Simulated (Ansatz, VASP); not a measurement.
One calculation of Au, two programs

INCAR

```
SYSTEM = Au
  PREC = Accurate
  ENCUT = 520
  EDIFF = 1E-7
  ISMEAR = 0
  SIGMA = 0.15
  LREAL = .False.
  LASPH = .True.
  NELM = 80
  ALGO = Fast
  ISIF = 2
  LWAVE = .False.
  LCHARG = .False.
  GGA = PS
  NBANDS = 18
```

Contents of KPOINTS:

```
regular mesh
0
Gamma
  24 24 12
  0 0 0
```

The input POSCAR:

```
Au
1.0
    1.4100150311     -2.4792480524      0.0000000000
    1.4100150311      2.4792480524      0.0000000000
    0.0000000000      0.0000000000      4.8006775662
Au
2
Direct
    0.6638639510      0.3361360490      0.2500000000
    0.3361360490      0.6638639510      0.7500000000
```

Input for Ansatz:

```yaml
crystal:
  lattice:
    - [1.4100150311, -2.4792480524, 0.0]
    - [1.4100150311, 2.4792480524, 0.0]
    - [0.0, 0.0, 4.8006775662]
  atoms:
    - { symbol: Au, position: [0.663863951, 0.336136049, 0.25] }
    - { symbol: Au, position: [0.336136049, 0.663863951, 0.75] }
basis:
  ecutwfc: 420
kpoints:
  mp_grid: { grid: [24, 24, 12] }
hamiltonian:
  xc: pbesol
scf:
  occupations: { method: gaussian, width: 0.15 }
output:
  forces: true
  stress: true
  eigenvalues: true
```

Change from the starting cell: strain -0.0150 x Voigt [0, 1, 0, 0, 0, 0], atoms carried along.

Alike in both runs: task single point; functional PBEsol; k mesh 24 × 24 × 12; occupations gaussian, width 0.15 eV; no spin polarisation.

|  | VASP | Ansatz |
| --- | --- | --- |
| version | VASP 6.6.1 | Ansatz 0.2.0 |
| potentials or method | VASP PAW PBE potentials, release 64 (Au), cutoff 520 eV | scalar-relativistic, plane waves, PAW |
| valence electrons in the cell | 22 | 38 |

```csv
,VASP,Ansatz,Ansatz less VASP
gap on the k mesh at the Fermi level (eV),none,none,-
pressure (GPa),2.4,2.7,+0.30
"traceless stress, the component that is largest in VASP (GPa)",-0.77,-0.75,+0.015
rms of the force components (eV/Å),0.003,0.003,+0.0002
```

VASP's potentials were made for PBE, not for PBEsol. Atom by atom the forces differ by 0.000 eV/Å (rms over components). A gap of «none» marks a metal or a gap that the smearing closes. With one functional, cell and mesh, what is left measures potentials, basis and numerics. VASP's potentials hold 22 valence electrons a cell and Ansatz's 38, so a difference there can come from the potentials and not from the codes.

Spin-orbit coupling is off throughout.
